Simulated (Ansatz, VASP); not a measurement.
## Two plane-wave programs on Al2O3

Contents of INCAR:

```
PREC = Accurate
ENCUT = 520
EDIFF = 1E-7
ISMEAR = 0
SIGMA = 0.05
LREAL = False
LASPH = True
NELM = 100
ALGO = Normal
ISIF = 2
LWAVE = False
LCHARG = True
GGA = PE
LELF = True
LVHAR = True
NBANDS = 35
```

File KPOINTS:

```
regular mesh
0
Gamma
  6 6 6
```

File POSCAR:

```
Al2O3
1.0
    2.4900807438      1.4376487877      4.2943932507
   -2.4900807438      1.4376487877      4.2943932507
    0.0000000000     -2.8752975755      4.2943932507
Al O
4 6
Direct
    0.8521293568      0.8521293568      0.8521293568
    0.6478706432      0.6478706432      0.6478706432
    0.1478706432      0.1478706432      0.1478706432
    0.3521293568      0.3521293568      0.3521293568
    0.0561574040      0.4438425960      0.7500000000
    0.7500000000      0.0561574040      0.4438425960
    0.4438425960      0.7500000000      0.0561574040
    0.9438425960      0.5561574040      0.2500000000
    0.2500000000      0.9438425960      0.5561574040
    0.5561574040      0.2500000000      0.9438425960
```

Input for Ansatz:

```yaml
crystal:
  lattice:
    - [2.4900807438, 1.4376487877, 4.2943932507]
    - [-2.4900807438, 1.4376487877, 4.2943932507]
    - [0.0, -2.8752975755, 4.2943932507]
  atoms:
    - { symbol: Al, position: [0.8521293568, 0.8521293568, 0.8521293568] }
    - { symbol: Al, position: [0.6478706432, 0.6478706432, 0.6478706432] }
    - { symbol: Al, position: [0.1478706432, 0.1478706432, 0.1478706432] }
    - { symbol: Al, position: [0.3521293568, 0.3521293568, 0.3521293568] }
    - { symbol: O, position: [0.056157404, 0.443842596, 0.75] }
    - { symbol: O, position: [0.75, 0.056157404, 0.443842596] }
    - { symbol: O, position: [0.443842596, 0.75, 0.056157404] }
    - { symbol: O, position: [0.943842596, 0.556157404, 0.25] }
    - { symbol: O, position: [0.25, 0.943842596, 0.556157404] }
    - { symbol: O, position: [0.556157404, 0.25, 0.943842596] }
basis:
  ecutwfc: 520.0
kpoints:
  mp_grid: { grid: [6, 6, 6] }
hamiltonian:
  xc: pbe
  pseudopotentials: { kind: paw, azcp: { folder: soft_1 } }
scf:
  occupations: { method: gaussian, width: 0.05 }
output:
  forces: true
  stress: true
  eigenvalues: true
  write_density: true
  write_potential: true
  elf: true
  volumetric_format: npy
```

Alike in both runs: task single point; functional PBE; k mesh 6 × 6 × 6; occupations gaussian, width 0.05 eV; no spin polarisation.

```csv
,VASP,Ansatz
version,VASP 6.6.1,Ansatz 0.2.0
potentials or method,"VASP PAW PBE potentials, release 64 (Al, O), cutoff 520 eV","scalar-relativistic, plane waves, PAW"
valence electrons in the cell,48,48
```

```csv
,VASP,Ansatz,Ansatz less VASP
gap on the k mesh at the Fermi level (eV),4.82,4.83,+0.010
least direct gap on the mesh (eV),4.82,4.83,+0.010
pressure (GPa),-11.2,-11.2,+0.07
"traceless stress, the component that is largest in VASP (GPa)",13.18,13.18,-0.005
rms of the force components (eV/Å),0.149,0.146,-0.0022
```

Atom by atom the forces differ by 0.004 eV/Å (rms over components).
